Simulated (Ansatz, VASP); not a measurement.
## Ti2O: VASP beside Ansatz

The input POSCAR:

```
Ti2O
1.0
    2.9193980238      0.0000000000      0.0000000000
   -1.4596990119      2.5282728524      0.0000000000
    0.0000000000      0.0000000000      4.7130000000
Ti O
2 1
Direct
    0.6666666667      0.3333333333      0.2787400000
    0.3333333333      0.6666666667      0.7212600000
    0.0000000000      0.0000000000      0.0000000000
```

The input INCAR.step1:

```
ALGO = Normal
EDIFF = 1E-5
ENCUT = 1480
GGA = PE
GGA_COMPAT = F
ISMEAR = 0
LASPH = T
LCHARG = F
LREAL = F
LWAVE = T
NBANDS = 22
NELM = 120
PREC = Accurate
SIGMA = 0.01
```

INCAR.step2

```
ALGO = Normal
EDIFF = 1E-6
ENCUT = 1480
GGA_COMPAT = F
ISIF = 2
ISMEAR = 0
ISTART = 1
LASPH = T
LCHARG = F
LMIXTAU = T
LREAL = F
LWAVE = F
METAGGA = R2SCAN
NBANDS = 22
NELM = 120
PREC = Accurate
SIGMA = 0.01
```

KPOINTS

```
k-points
0
Gamma
  9 9 5
```

Input for Ansatz:

```yaml
crystal:
  lattice:
    - [2.9193980238, 0.0, 0.0]
    - [-1.4596990119, 2.5282728524, 0.0]
    - [0.0, 0.0, 4.713]
  atoms:
    - { symbol: Ti, position: [0.6666666667, 0.3333333333, 0.27874] }
    - { symbol: Ti, position: [0.3333333333, 0.6666666667, 0.72126] }
    - { symbol: O, position: [0.0, 0.0, 0.0] }
basis:
  ecutwfc: 500
kpoints:
  mp_grid: { grid: [9, 9, 5] }
hamiltonian:
  xc: r2scan
scf:
  occupations: { method: gaussian, width: 0.01 }
output:
  forces: true
  stress: true
  eigenvalues: true
```

Alike in both runs: task single point; functional r2SCAN; k mesh 9 × 9 × 5; occupations gaussian, width 0.01 eV; no spin polarisation.

|  | VASP | Ansatz |
| --- | --- | --- |
| version | VASP 6.6.1 | Ansatz 0.2.0 |
| potentials or method | VASP PAW PBE potentials, release 64 (Ti_sv, O_h), cutoff 1480 eV | scalar-relativistic, plane waves, PAW |
| valence electrons in the cell | 30 | 30 |

Ansatz gave:

| Quantity | Value |
| --- | --- |
| gap on the k mesh at the Fermi level (eV) | none |
| pressure (GPa) | 9.0 |
| traceless stress, the component that is largest in VASP (GPa) | 4.90 |
| rms of the force components (eV/Å) | 0.511 |

Question: Estimate VASP's values.

Answer: gap on the k mesh at the Fermi level (eV): none; pressure (GPa): 10.1; traceless stress, the component that is largest in VASP (GPa): 4.96; rms of the force components (eV/Å): 0.492.

VASP's potentials were made for PBE, not for r2SCAN. Atom by atom the forces differ by 0.020 eV/Å (rms over components). A gap of «none» marks a metal or a gap that the smearing closes.
